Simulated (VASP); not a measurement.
# Sc3SiSn (P1) in VASP: single point with r2SCAN

Aim: the single point of Sc3SiSn with r2SCAN.

Program: VASP 6.6.1. These are calculated values, not measurements. Logs are shortened: lines on timing, memory, paths and dates and some standing lists are left out, and cuts for length are marked.

### 1 The cell of the first run

The typed cell holds 5 atoms: a = 4.668 Å, b = 4.568 Å, c = 4.782 Å, α = 91.08°, β = 89.80°, γ = 90.10°.

### 2 Single point, r2SCAN

POSCAR reads:

```
Sc3SiSn
1.0
    4.6675600200     -0.0038576400      0.0082475400
   -0.0038576400      4.5673452900     -0.0441915800
    0.0082475400     -0.0441915800      4.7820089500
Sc Sn Si
3 1 1
Direct
    0.0152210000      0.4967180000      0.5018730000
    0.4952910000      0.0009000000      0.5180800000
    0.5041510000      0.5027140000      0.0122480000
    0.9842400000      0.9929190000      0.0048800000
    0.4979540000      0.4974310000      0.5038400000
```

INCAR.step1 reads:

```
SYSTEM = Sc3SiSn
  PREC = Accurate
  ENCUT = 520
  ISMEAR = -5
  SIGMA = 0.0418
  LREAL = .False.
  LASPH = .True.
  NELM = 100
  LMAXMIX = 4
  NBANDS = 34
  GGA = PE
  ALGO = Normal
  EDIFF = 1E-4
  LWAVE = .True.
  LCHARG = .False.
```

INCAR.step2 reads:

```
SYSTEM = Sc3SiSn
  PREC = Accurate
  ENCUT = 520
  EDIFF = 1E-6
  ISMEAR = 1
  SIGMA = 0.0418
  LREAL = .False.
  LASPH = .True.
  NELM = 100
  ALGO = Normal
  ISIF = 2
  LWAVE = .False.
  LCHARG = .False.
  LMAXMIX = 4
  METAGGA = R2SCAN
  LMIXTAU = .True.
  LORBIT = 11
  NBANDS = 34
  ISTART = 1
```

KPOINTS reads:

```
Automatic mesh
0
Gamma
  4 4 4
  0.5 0 0.5
```

Potentials or basis: VASP PAW PBE potentials, release 64 (Sc_sv, Sn_d, Si).

Command:

```
> cat potpaw_PBE.64/Sc_sv/POTCAR potpaw_PBE.64/Sn_d/POTCAR potpaw_PBE.64/Si/POTCAR > POTCAR
> cp INCAR.step1 INCAR
> mpirun -np 1 vasp_std > vasp.out
> cp INCAR.step2 INCAR
> mpirun -np 1 vasp_std > vasp.out
```

OUTCAR:

```text
SYSTEM = Sc3SiSn
   PREC = Accurate
   ENCUT = 520
   EDIFF = 1E-6
   ISMEAR = 1
   LREAL = .False.
   LASPH = .True.
   NELM = 100
   ISIF = 2
   METAGGA = R2SCAN
   LORBIT = 11
   ISTART = 1

 ion  position               nearest neighbor table
   1  0.015  0.497  0.502-   5 2.25   5 2.41   2 3.19   2 3.21   3 3.26   4 3.28   4 3.28   2 3.32
                             4 3.32   3 3.35   2 3.35   3 3.35   4 3.36   3 3.41
   2  0.495  0.001  0.518-   5 2.27   5 2.30   1 3.19   1 3.21   3 3.26   4 3.27   3 3.29   3 3.31
                             1 3.32   4 3.33   4 3.35   1 3.35   3 3.36   4 3.43
   3  0.504  0.503  0.012-   5 2.35   5 2.43   4 3.17   4 3.23   2 3.26   1 3.26   2 3.29   4 3.31
                             2 3.31   1 3.35   1 3.35   4 3.36   2 3.36   1 3.41
   4  0.984  0.993  0.005-   3 3.17   3 3.23   2 3.27   1 3.28   1 3.28   3 3.31   1 3.32   2 3.33
                             2 3.35   3 3.36   1 3.36   2 3.43
   5  0.498  0.497  0.504-   1 2.25   2 2.27   2 2.30   3 2.35   1 2.41   3 2.43

  LATTYP: Found a triclinic cell.
 ALAT       =     4.7822202496
 B/A-ratio  =     0.9551129945
 C/A-ratio  =     0.9760254980
 COS(alpha) =     0.0016881059
 COS(beta)  =     0.0034991701
 COS(gamma) =     0.0189164956

  Lattice vectors:

 A1 = (   0.0082475400,  -0.0441915800,   4.7820089500)
 A2 = (   0.0038576400,  -4.5673452900,   0.0441915800)
 A3 = (   4.6675600200,  -0.0038576400,   0.0082475400)

Analysis of symmetry for initial positions (statically):
=====================================================================
 Subroutine PRICEL returns:
 Original cell was already a primitive cell.

 Routine SETGRP: Setting up the symmetry group for a
 triclinic supercell.

 Subroutine GETGRP returns: Found  1 space group operations
 (whereof  1 operations were pure point group operations)
 out of a pool of  2 trial point group operations.

The static configuration has the point symmetry C_1 .

Analysis of symmetry for dynamics (positions and initial velocities):
=====================================================================
 Subroutine PRICEL returns:
 Original cell was already a primitive cell.

 Routine SETGRP: Setting up the symmetry group for a
 triclinic supercell.

 Subroutine GETGRP returns: Found  1 space group operations
 (whereof  1 operations were pure point group operations)
 out of a pool of  2 trial point group operations.

The dynamic configuration has the point symmetry C_1 .

 Subroutine INISYM returns: Found  1 space group operations
 (whereof  1 operations are pure point group operations),
 and found     1 'primitive' translations

----------------------------------------------------------------------------------------

                                     Primitive cell

  volume of cell :     101.9351

  direct lattice vectors                    reciprocal lattice vectors
     4.667560020 -0.003857640  0.008247540     0.214245497  0.000177395 -0.000367870
    -0.003857640  4.567345290 -0.044191580     0.000177395  0.218965291  0.002023200
     0.008247540 -0.044191580  4.782008950    -0.000367870  0.002023200  0.209136464

  length of vectors
     4.667568901  4.567560703  4.782220250     0.214245887  0.218974710  0.209146574

  position of ions in fractional coordinates (direct lattice)
     0.015221000  0.496718000  0.501873000
     0.495291000  0.000900000  0.518080000
     0.504151000  0.502714000  0.012248000
     0.984240000  0.992919000  0.004880000
     0.497954000  0.497431000  0.503840000

  ion indices of the primitive-cell ions
   primitive index   ion index
                 1           1
                 2           2
                 3           3
                 4           4
                 5           5

----------------------------------------------------------------------------------------

 KPOINTS: Automatic mesh

Automatic generation of k-mesh.
 Grid dimensions read from file:
 generate k-points for:    4    4    4

 Generating k-lattice:

  Cartesian coordinates                     Fractional coordinates (reciprocal lattice)
     0.053561374  0.000044349 -0.000091968     0.250000000  0.000000000 -0.000000000
     0.000044349  0.054741323  0.000505800     0.000000000  0.250000000  0.000000000
    -0.000091968  0.000505800  0.052284116    -0.000000000 -0.000000000  0.250000000

  Length of vectors
     0.053561472  0.054743678  0.052286643

  Shift w.r.t. Gamma in fractional coordinates (k-lattice)
     0.500000000  0.000000000  0.500000000

 Subroutine IBZKPT returns following result:
 ===========================================

 Found     32 irreducible k-points:

 Following reciprocal coordinates:
            Coordinates               Weight
  0.125000  0.000000  0.125000      2.000000
  0.375000  0.000000  0.125000      2.000000
 -0.375000  0.000000  0.125000      2.000000
 -0.125000  0.000000  0.125000      2.000000
  0.125000  0.250000  0.125000      2.000000
  0.375000  0.250000  0.125000      2.000000
[... 16 lines left out ...]
 -0.375000  0.250000  0.375000      2.000000
 -0.125000  0.250000  0.375000      2.000000
 [... further k-points ...]
   k-points           NKPTS =     32   k-points in BZ     NKDIM =     32   number of bands    NBANDS=     34
   number of dos      NEDOS =    301   number of ions     NIONS =      5
   total plane-waves  NPLWV =  46656
   dimension x,y,z NGX =    36 NGY =   36 NGZ =   36
   dimension x,y,z NGXF=    72 NGYF=   72 NGZF=   72
   ions per type =               3   1   1
   NGX,Y,Z   is equivalent  to a cutoff of  12.82, 13.10, 12.51 a.u.
   NGXF,Y,Z  is equivalent  to a cutoff of  25.64, 26.21, 25.03 a.u.
 SYSTEM =  Sc3SiSn
   PREC   = accura    normal or accurate (medium, high low for compatibility)
   ISTART =      1    job   : 0-new  1-cont  2-samecut
   ICHARG =      0    charge: 1-file 2-atom 10-const
   ISPIN  =      1    spin polarized calculation?
   LNONCOLLINEAR =      F non collinear calculations
   LSORBIT =      F    spin-orbit coupling
   LASPH  =      T    aspherical Exc in radial PAW
   ENCUT  =  520.0 eV  38.22 Ry    6.18 a.u.   8.68  8.49  8.89*2*pi/ulx,y,z
   NELM   =    100;   NELMIN=  2; NELMDL=  0     # of ELM steps
   EDIFF  = 0.1E-05   stopping-criterion for ELM
   LREAL  =      F    real-space projection
   EDIFFG = 0.1E-04   stopping-criterion for IOM
   NSW    =      0    number of steps for IOM
   IBRION =     -1    ionic relax: 0-MD 1-quasi-New 2-CG
   NFREE  =      0    steps in history (QN), initial steepest desc. (CG)
   ISIF   =      2    stress and relaxation
   ISYM   =      2    0-nonsym 1-usesym 2-fastsym
   POTIM  = 0.5000    time-step for ionic-motion
   TEBEG  =    0.0;   TEEND  =   0.0 temperature during run
   PSTRESS=    0.0 pullay stress
   NELECT =      51.0000    total number of electrons
   NUPDOWN=      -1.0000    fix difference up-down
   EMIN   =  10.00;   EMAX   =-10.00  energy-range for DOS
   EFERMI =   0.00;   METHOD = LEGACY
   ISMEAR =     1;   SIGMA  =   0.04  broadening in eV -4-tet -1-fermi 0-gaus
   EFERMI_NEDOS =   21; number of points for ismear=-14 and -15
   IALGO  =     38    algorithm
   IMIX   =      4    mixing-type and parameters
     AMIX     =   0.40;   BMIX     =  1.00
     AMIX_MAG =   1.60;   BMIX_MAG =  1.00
  volume/ion in A,a.u.               =      20.39       137.58
  Fermi-wavevector in a.u.,A,eV,Ry     =   1.299642  2.455967 22.981175  1.689069
  Thomas-Fermi vector in A             =   2.430892
   LORBIT       =     11    0 simple, 1 ext, 2 COOP (PROOUT), +10 PAW based schemes
   METAGGA = R2SCAN    functional components
   LHFCALC =     F    Hartree Fock is set to
   AEXX    =    0.0000 exact exchange contribution
   IVDW    =     0    specifies the selected vdW correction
   LEPSILON=     F    determine dielectric tensor
   LRPA    =     F    only Hartree local field effects (RPA)
 non-spin polarized calculation
 Methfessel and Paxton  Order N= 1 SIGMA  =   0.04
  energy-cutoff  :      520.00
  volume of cell :      101.94
 maximum number of plane-waves:      2758
   NGX = 17   NGY = 17   NGZ = 17

 number of electron      50.9999997 magnetization

 Free energy of the ion-electron system (eV)
  ---------------------------------------------------
  ext. energy  EPLUGINS =         0.00000000
  ---------------------------------------------------
  free energy    TOTEN  =       -68.75457322 eV

  energy without entropy =      -68.75342745  energy(sigma->0) =      -68.75419130

 E-fermi :   6.5191     XC(G=0): -11.3093

 val. band max:        6.5162673764   @ k =   0.3750  -0.2500   0.1250
 cond. band min:       6.5322727090   @ k =  -0.1250   0.2500   0.3750
 fundamental gap:      0.0160053326
 Fermi energy:         6.5190665520

 k-point     1 :       0.1250    0.0000    0.1250
  band No.  band energies     occupation
      1     -44.9317      2.00000
      2     -44.8414      2.00000
      3     -44.7496      2.00000
      4     -22.7900      2.00000
      5     -22.7740      2.00000
      6     -22.7472      2.00000
[... 26 lines left out ...]
     33       9.2388      0.00000
     34       9.4887      0.00000

 k-point     2 :       0.3750    0.0000    0.1250
  band No.  band energies     occupation
      1     -44.9286      2.00000
      2     -44.8400      2.00000
      3     -44.7534      2.00000
      4     -22.7741      2.00000
      5     -22.7437      2.00000
      6     -22.6859      2.00000
[... 26 lines left out ...]
     33       9.3633      0.00000
     34       9.4932      0.00000
[... 775 lines left out ...]
     33       9.2931      0.00000
     34       9.4692      0.00000

 k-point    24 :      -0.1250    0.2500    0.3750
  band No.  band energies     occupation
      1     -44.9260      2.00000
      2     -44.8424      2.00000
      3     -44.7531      2.00000
      4     -22.8271      2.00000
      5     -22.7032      2.00000
      6     -22.6805      2.00000
[... 26 lines left out ...]
     33       9.2535      0.00000
     34       9.3993      0.00000

 [... further k-points ...]

------------------------ aborting loop because EDIFF is reached ----------------------------------------

  FORCE on cell =-STRESS in cart. coord.  units (eV):
  Direction    XX          YY          ZZ          XY          YZ          ZX
  --------------------------------------------------------------------------------------
  -------------------------------------------------------------------------------------
  Total       11.4808540     15.2175426      6.9531580      0.0740149      0.3772408     -0.0756802
  in kB      180.4517444    239.1836091    109.2871224      1.1633378      5.9293290     -1.1895125
  external PRESSURE =     176.3074920 kB  Pullay stress =       0.0000000 kB

 VOLUME and BASIS-vectors are now :
 -----------------------------------------------------------------------------
  energy-cutoff  :      520.00
  volume of cell :      101.94
      direct lattice vectors                 reciprocal lattice vectors
     4.667560020 -0.003857640  0.008247540     0.214245497  0.000177395 -0.000367870
    -0.003857640  4.567345290 -0.044191580     0.000177395  0.218965291  0.002023200
     0.008247540 -0.044191580  4.782008950    -0.000367870  0.002023200  0.209136464

 POSITION                                       TOTAL-FORCE (eV/Angst)
 -----------------------------------------------------------------------------------
      0.07327      2.24645      2.37814        -2.198624      0.049684      0.172133
      2.31607     -0.02069      2.48151         0.184630     -0.428512     -0.087092
      2.35132      2.29358      0.04051        -0.096094     -0.092316     -0.824981
      4.59021      4.53099     -0.01242         0.266105      0.114599      0.030166
      2.32647      2.24775      2.39149         1.843983      0.356546      0.709774
 -----------------------------------------------------------------------------------
    total drift:                               -0.002693      0.000578     -0.003412

  FREE ENERGIE OF THE ION-ELECTRON SYSTEM (eV)
  ---------------------------------------------------
  free  energy   TOTEN  =       -68.7545732194 eV

  energy  without entropy=      -68.7534274465  energy(sigma->0) =      -68.75419130

 total charge

# of ion       s       p       d       tot
------------------------------------------
    1        2.220   6.192   1.241   9.654
    2        2.232   6.203   1.285   9.720
    3        2.207   6.178   1.188   9.574
    4        1.082   1.331   9.933  12.345
    5        0.860   1.218   0.000   2.078
--------------------------------------------------
tot          8.602  21.123  13.647  43.372
```

Wall time 3.6 min (1 thread of Intel Xeon Platinum 8488C (Sapphire Rapids), shared host); peak memory 0.27 GiB.

What came out:

```yaml
Free_energy: -68.7546 eV
Pressure: 17.6 GPa
Largest_force: 2.206 eV/Å
Band_gap_on_the_k_mesh: zero (an odd number of electrons rules out a gap without spin polarisation)
Valence_electrons_inside_the_program's_atomic_spheres: Sc 9.65, 9.72, 9.57; Sn 12.35; Si 2.08
```

Forces in eV/Å, atoms in the order of the input:
```
Sc  -2.199  0.050  0.172
Sc   0.185 -0.429 -0.087
Sc  -0.096 -0.092 -0.825
Sn   0.266  0.115  0.030
Si   1.844  0.357  0.710
```

Levels at points of the mesh, in eV from the Fermi level:
| k point | band 21 | band 22 | band 23 | band 24 | band 25 | band 26 | band 27 | band 28 | band 29 | band 30 |
| --- | --- | --- | --- | --- | --- | --- | --- | --- | --- | --- |
| (0.12, 0.00, 0.12) | -2.18 | -1.60 | -1.34 | -1.17 | -0.80 | -0.46 | -0.29 | 1.01 | 1.11 | 1.66 |

Caveat: the cell stands under pressure; the PAW data sets were made with another functional, which shifts forces and pressure a little; spin-orbit coupling is left out, which moves the levels of the heavy elements.
